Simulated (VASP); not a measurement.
# MgS (P-6m2) in VASP: a series of runs

Runs on MgS. Level: PBE. Tasks: single point.

Everything below comes from runs of VASP 6.6.1. Logs are shortened: lines on timing, memory, paths and dates and some standing lists are left out, and cuts for length are marked.

## 1. The cell of the first run

The structure is hexagonal, space group P-6m2 (No. 187). Conventional cell: a = 3.587 Å, b = 3.587 Å, c = 3.283 Å, α = 90.00°, β = 90.00°, γ = 120.00°. Within 3.5 Å of Mg (site symmetry -6m2) lie 6 S at 2.64 Å and 2 Mg at 3.28 Å. S (site symmetry -6m2) has 6 Mg at 2.64 Å and 2 S at 3.28 Å within 3.5 Å.

## 2. Single point, PBE

The input, INCAR:

```
SYSTEM = MgS
PREC = Accurate
ENCUT = 520
EDIFF = 1E-6
ISMEAR = -1
SIGMA = 0.05
LREAL = .FALSE.
LASPH = .TRUE.
NELM = 60
ALGO = Normal
ISIF = 2
LWAVE = .FALSE.
LCHARG = .TRUE.
GGA = PE
LELF = .TRUE.
LVHAR = .TRUE.
NBANDS = 11
```

The input, KPOINTS:

```
regular mesh
0
G
  9 9 8
  0 0 0
```

The input, POSCAR:

```
MgS
1.0
    3.5866749745      0.0000000000      0.0000000000
   -1.7933325208      3.1061518508      0.0000000000
    0.0000000000      0.0000000000      3.2830763786
Mg S
1 1
Direct
    0.0000000000      0.0000000000      0.5000000000
    0.6666700000      0.3333300000      0.0000000000
```

Potentials or basis: VASP PAW PBE potentials, release 64 (Mg, S).

Launch:

```bash
$ cat potpaw_PBE.64/Mg/POTCAR potpaw_PBE.64/S/POTCAR > POTCAR
$ mpirun -np 1 vasp_std > vasp.out
```

OUTCAR:

```text
SYSTEM = MgS
   PREC = Accurate
   ENCUT = 520
   EDIFF = 1E-6
   ISMEAR = -1
   LREAL = .FALSE.
   LASPH = .TRUE.
   NELM = 60
   ISIF = 2
   GGA = PE

 ion  position               nearest neighbor table
   1  0.000  0.000  0.500-   2 2.64   2 2.64   2 2.64   2 2.64   2 2.64   2 2.64
   2  0.667  0.333  0.000-   1 2.64   1 2.64   1 2.64   1 2.64   1 2.64   1 2.64

  LATTYP: Found a hexagonal cell.
 ALAT       =     3.5866749745
 C/A-ratio  =     0.9153537474

  Lattice vectors:

 A1 = (   3.5866749745,   0.0000000000,   0.0000000000)
 A2 = (  -1.7933325208,   3.1061518508,   0.0000000000)
 A3 = (   0.0000000000,   0.0000000000,   3.2830763786)

Analysis of symmetry for initial positions (statically):
=====================================================================
 Subroutine PRICEL returns:
 Original cell was already a primitive cell.

 Routine SETGRP: Setting up the symmetry group for a
 hexagonal supercell.

 Subroutine GETGRP returns: Found  4 space group operations
 (whereof  4 operations were pure point group operations)
 out of a pool of 24 trial point group operations.

The static configuration has the point symmetry C_2v.

Analysis of symmetry for dynamics (positions and initial velocities):
=====================================================================
 Subroutine PRICEL returns:
 Original cell was already a primitive cell.

 Routine SETGRP: Setting up the symmetry group for a
 hexagonal supercell.

 Subroutine GETGRP returns: Found  4 space group operations
 (whereof  4 operations were pure point group operations)
 out of a pool of 24 trial point group operations.

The dynamic configuration has the point symmetry C_2v.

 Subroutine INISYM returns: Found  4 space group operations
 (whereof  4 operations are pure point group operations),
 and found     1 'primitive' translations

----------------------------------------------------------------------------------------

                                     Primitive cell

  volume of cell :      36.5760

  direct lattice vectors                    reciprocal lattice vectors
     3.586674975  0.000000000  0.000000000     0.278809763  0.160970435  0.000000000
    -1.793332521  3.106151851  0.000000000     0.000000000  0.321941762  0.000000000
     0.000000000  0.000000000  3.283076379     0.000000000  0.000000000  0.304592365

  length of vectors
     3.586674975  3.586672671  3.283076379     0.321941555  0.321941762  0.304592365

  position of ions in fractional coordinates (direct lattice)
     0.000000000  0.000000000  0.500000000
     0.666670000  0.333330000  0.000000000

  ion indices of the primitive-cell ions
   primitive index   ion index
                 1           1
                 2           2

----------------------------------------------------------------------------------------

 KPOINTS: regular mesh

Automatic generation of k-mesh.
 Grid dimensions read from file:
 generate k-points for:    9    9    8

 Generating k-lattice:

  Cartesian coordinates                     Fractional coordinates (reciprocal lattice)
     0.030978863  0.017885604  0.000000000     0.111111111 -0.000000000  0.000000000
     0.000000000  0.035771307  0.000000000     0.000000000  0.111111111  0.000000000
     0.000000000  0.000000000  0.038074046     0.000000000  0.000000000  0.125000000

  Length of vectors
     0.035771284  0.035771307  0.038074046

  Shift w.r.t. Gamma in fractional coordinates (k-lattice)
     0.000000000  0.000000000  0.000000000

 Subroutine IBZKPT returns following result:
 ===========================================

 Found    125 irreducible k-points:

 Following reciprocal coordinates:
            Coordinates               Weight
  0.000000  0.000000  0.000000      1.000000
  0.111111  0.000000  0.000000      4.000000
 -0.111111  0.111111  0.000000      2.000000
  0.222222  0.000000  0.000000      4.000000
 -0.222222  0.222222  0.000000      2.000000
  0.333333  0.000000  0.000000      4.000000
[... 16 lines left out ...]
 -0.222222 -0.444444  0.000000      4.000000
  0.444444  0.333333  0.000000      4.000000
 [... further k-points ...]
   k-points           NKPTS =    125   k-points in BZ     NKDIM =    125   number of bands    NBANDS=     11
   number of dos      NEDOS =    301   number of ions     NIONS =      2
   total plane-waves  NPLWV =  18816
   dimension x,y,z NGX =    28 NGY =   28 NGZ =   24
   dimension x,y,z NGXF=    56 NGYF=   56 NGZF=   48
   ions per type =               1   1
   NGX,Y,Z   is equivalent  to a cutoff of  12.98, 12.98, 12.15 a.u.
   NGXF,Y,Z  is equivalent  to a cutoff of  25.96, 25.96, 24.31 a.u.
 SYSTEM =  MgS
   PREC   = accura    normal or accurate (medium, high low for compatibility)
   ISTART =      0    job   : 0-new  1-cont  2-samecut
   ICHARG =      2    charge: 1-file 2-atom 10-const
   ISPIN  =      1    spin polarized calculation?
   LNONCOLLINEAR =      F non collinear calculations
   LSORBIT =      F    spin-orbit coupling
   LASPH  =      T    aspherical Exc in radial PAW
   ENCUT  =  520.0 eV  38.22 Ry    6.18 a.u.   6.67  6.67  6.10*2*pi/ulx,y,z
   NELM   =     60;   NELMIN=  2; NELMDL= -5     # of ELM steps
   EDIFF  = 0.1E-05   stopping-criterion for ELM
   LREAL  =      F    real-space projection
[... 7 lines left out ...]
   TEBEG  =    0.0;   TEEND  =   0.0 temperature during run
   PSTRESS=    0.0 pullay stress
   NELECT =       8.0000    total number of electrons
   NUPDOWN=      -1.0000    fix difference up-down
   EMIN   =  10.00;   EMAX   =-10.00  energy-range for DOS
   EFERMI =   0.00;   METHOD = LEGACY
   ISMEAR =    -1;   SIGMA  =   0.05  broadening in eV -4-tet -1-fermi 0-gaus
   EFERMI_NEDOS =   21; number of points for ismear=-14 and -15
   IALGO  =     38    algorithm
   IMIX   =      4    mixing-type and parameters
     AMIX     =   0.40;   BMIX     =  1.00
     AMIX_MAG =   1.60;   BMIX_MAG =  1.00
  volume/ion in A,a.u.               =      18.29       123.41
  Fermi-wavevector in a.u.,A,eV,Ry     =   0.986369  1.863968 13.237443  0.972925
  Thomas-Fermi vector in A             =   2.117745
   LORBIT       =      0    0 simple, 1 ext, 2 COOP (PROOUT), +10 PAW based schemes
   GGA     = PE    functional components
[... 5 lines left out ...]
 non-spin polarized calculation
  energy-cutoff  :      520.00
  volume of cell :       36.58
 maximum number of plane-waves:      1014
   NGX = 13   NGY = 13   NGZ = 13

 number of electron       7.9999999 magnetization

 Free energy of the ion-electron system (eV)
  ---------------------------------------------------
  ext. energy  EPLUGINS =         0.00000000
  ---------------------------------------------------
  free energy    TOTEN  =        -7.99985209 eV

  energy without entropy =       -7.99985191  energy(sigma->0) =       -7.99985200

 E-fermi :   4.7899     XC(G=0):  -9.4976

 val. band max:        4.1741419756   @ k =   0.3333   0.3333   0.0000
 cond. band min:       5.4158466421   @ k =   0.4444   0.1111   0.5000
 fundamental gap:      1.2417046665
 Fermi energy:         4.7899233196

 k-point     1 :       0.0000    0.0000    0.0000
  band No.  band energies     occupation
      1      -9.0243      2.00000
      2       3.3381      2.00000
      3       3.3381      2.00000
      4       3.3954      2.00000
      5       6.3110      0.00000
      6       9.4898      0.00000
      7      11.2247      0.00000
      8      11.2247      0.00000
      9      15.3442      0.00000
     10      18.1010      0.00000
     11      18.1046      0.00000

 k-point     2 :       0.1111    0.0000    0.0000
  band No.  band energies     occupation
      1      -8.9190      2.00000
      2       2.4831      2.00000
      3       3.1950      2.00000
      4       3.4650      2.00000
      5       6.9297      0.00000
      6       9.6807      0.00000
      7      10.8631      0.00000
      8      11.6689      0.00000
      9      16.3388      0.00000
     10      16.3940      0.00000
     11      17.8293      0.00000

 k-point     3 :      -0.1111    0.1111    0.0000
  band No.  band energies     occupation
      1      -8.9190      2.00000
      2       2.4831      2.00000
      3       3.1950      2.00000
      4       3.4650      2.00000
      5       6.9297      0.00000
      6       9.6807      0.00000
      7      10.8631      0.00000
      8      11.6688      0.00000
      9      16.3388      0.00000
     10      16.3940      0.00000
     11      17.8293      0.00000

 k-point     4 :       0.2222    0.0000    0.0000
  band No.  band energies     occupation
      1      -8.6295      2.00000
      2       1.0123      2.00000
      3       2.8720      2.00000
      4       3.6517      2.00000
      5       7.6085      0.00000
      6       9.4260      0.00000
      7      11.5999      0.00000
      8      12.8683      0.00000
      9      14.7403      0.00000
     10      17.0240      0.00000
     11      17.2777      0.00000
[... 239 lines left out ...]
 k-point    22 :       0.3333    0.2222    0.0000
  band No.  band energies     occupation
      1      -7.8304      2.00000
      2      -0.7073      2.00000
      3       0.8260      2.00000
      4       4.1274      2.00000
      5       9.5839      0.00000
      6      10.7768      0.00000
      7      11.9580      0.00000
      8      13.1743      0.00000
      9      14.7329      0.00000
     10      14.7974      0.00000
     11      16.1622      0.00000

 k-point    23 :      -0.2222   -0.4444    0.0000
  band No.  band energies     occupation
      1      -7.8304      2.00000
      2      -0.7073      2.00000
      3       0.8260      2.00000
      4       4.1274      2.00000
      5       9.5839      0.00000
      6      10.7768      0.00000
      7      11.9580      0.00000
      8      13.1743      0.00000
      9      14.7330      0.00000
     10      14.7975      0.00000
     11      16.1621      0.00000

 k-point    24 :       0.4444    0.3333    0.0000
  band No.  band energies     occupation
      1      -7.8304      2.00000
      2      -0.7073      2.00000
      3       0.8260      2.00000
      4       4.1274      2.00000
      5       9.5838      0.00000
      6      10.7768      0.00000
      7      11.9580      0.00000
      8      13.1743      0.00000
      9      14.7330      0.00000
     10      14.7975      0.00000
     11      16.1621      0.00000

 [... further k-points ...]

------------------------ aborting loop because EDIFF is reached ----------------------------------------

  FORCE on cell =-STRESS in cart. coord.  units (eV):
  Direction    XX          YY          ZZ          XY          YZ          ZX
  --------------------------------------------------------------------------------------
  -------------------------------------------------------------------------------------
  Total        0.2377465      0.2377203      0.3286552     -0.0000223      0.0000000      0.0000000
  in kB       10.4142758     10.4131275     14.3964496     -0.0009790      0.0000000      0.0000000
  external PRESSURE =      11.7412843 kB  Pullay stress =       0.0000000 kB

 VOLUME and BASIS-vectors are now :
 -----------------------------------------------------------------------------
  energy-cutoff  :      520.00
  volume of cell :       36.58
      direct lattice vectors                 reciprocal lattice vectors
     3.586674975  0.000000000  0.000000000     0.278809763  0.160970435  0.000000000
    -1.793332521  3.106151851  0.000000000     0.000000000  0.321941762  0.000000000
     0.000000000  0.000000000  3.283076379     0.000000000  0.000000000  0.304592365

 POSITION                                       TOTAL-FORCE (eV/Angst)
 -----------------------------------------------------------------------------------
      0.00000      0.00000      1.64154         0.000047     -0.000027      0.000000
      1.79336      1.03537      0.00000        -0.000047      0.000027      0.000000
 -----------------------------------------------------------------------------------
    total drift:                               -0.000007     -0.000009      0.000000

  FREE ENERGIE OF THE ION-ELECTRON SYSTEM (eV)
  ---------------------------------------------------
  free  energy   TOTEN  =        -7.9998520931 eV

  energy  without entropy=       -7.9998519060  energy(sigma->0) =       -7.99985200
```

Run time: 14 s. Hardware: 1 thread of Intel Xeon 6975P-C (Granite Rapids), shared host; peak memory 0.18 GiB.

What came out:

```yaml
Free_energy: -7.9999 eV
Pressure: 1.2 GPa
Band_gap_on_the_k_mesh: 1.24 eV, indirect (least direct gap 2.22 eV)
```

Levels at points of the mesh, in eV from the valence-band top:
| k point | band 1 | band 2 | band 3 | band 4 | band 5 | band 6 | band 7 | band 8 |
| --- | --- | --- | --- | --- | --- | --- | --- | --- |
| (0.00, 0.00, 0.00) | -13.20 | -0.84 | -0.84 | -0.78 | 2.14 | 5.32 | 7.05 | 7.05 |
| (0.00, 0.00, 0.50) | -12.06 | -5.86 | -0.10 | -0.10 | 5.46 | 7.03 | 8.26 | 8.26 |

## 3. Single point, PBE

This run uses another cell than the first one, of 18.66 Å³/atom, 1.020 times its volume.

The input, INCAR:

```
SYSTEM = MgS
ALGO     = Normal         ! electronic algorithm
EDIFF    = 1E-6           ! SCF threshold, eV
ENCUT    = 520            ! plane-wave cutoff, eV
GGA      = PE             ! functional
ISIF     = 2              ! what is computed and relaxed
ISMEAR   = -1             ! smearing method
LASPH    = .TRUE.         ! aspherical terms in the spheres
LCHARG   = .FALSE.        ! write CHGCAR
LREAL    = .FALSE.        ! projectors in reciprocal space
LWAVE    = .FALSE.        ! write WAVECAR
NBANDS   = 11             ! bands
NELM     = 100            ! most SCF steps
PREC     = Accurate       ! precision mode
SIGMA    = 0.05           ! smearing width, eV
```

The input, KPOINTS:

```
k-points
0
G
  9 9 8
  0 0 0
```

The input, POSCAR:

```
MgS
1.0
    3.6109100000      0.0000000000      0.0000000000
   -1.8054500000      3.1271400000      0.0000000000
    0.0000000000      0.0000000000      3.3052600000
Mg S
1 1
Direct
    0.0000000000      0.0000000000      0.5000000000
    0.6666700000      0.3333300000      0.0000000000
```

Potentials or basis: VASP PAW PBE potentials, release 64 (Mg, S).

Launch:

```bash
$ cat potpaw_PBE.64/Mg/POTCAR potpaw_PBE.64/S/POTCAR > POTCAR
$ mpirun -np 1 vasp_std > vasp.out
```

It took 16 s on 1 thread of Intel Xeon 6975P-C (Granite Rapids), shared host; peak memory 0.18 GiB.

It converged, with:

* Free energy: -8.0021 eV
* Pressure: -0.3 GPa
* Band gap on the k mesh: 1.27 eV, indirect (least direct gap 2.22 eV)

Levels at points of the mesh, in eV from the valence-band top:
```tsv
k point	band 2	band 3	band 4	band 5	band 6	band 7
(0.00, 0.00, 0.00)	-0.81	-0.81	-0.76	2.02	5.37	7.04
(0.00, 0.00, 0.50)	-5.74	-0.10	-0.10	5.36	6.91	8.25
```

A k mesh can miss the band edges.

(Part 1 of 2 ends here.)
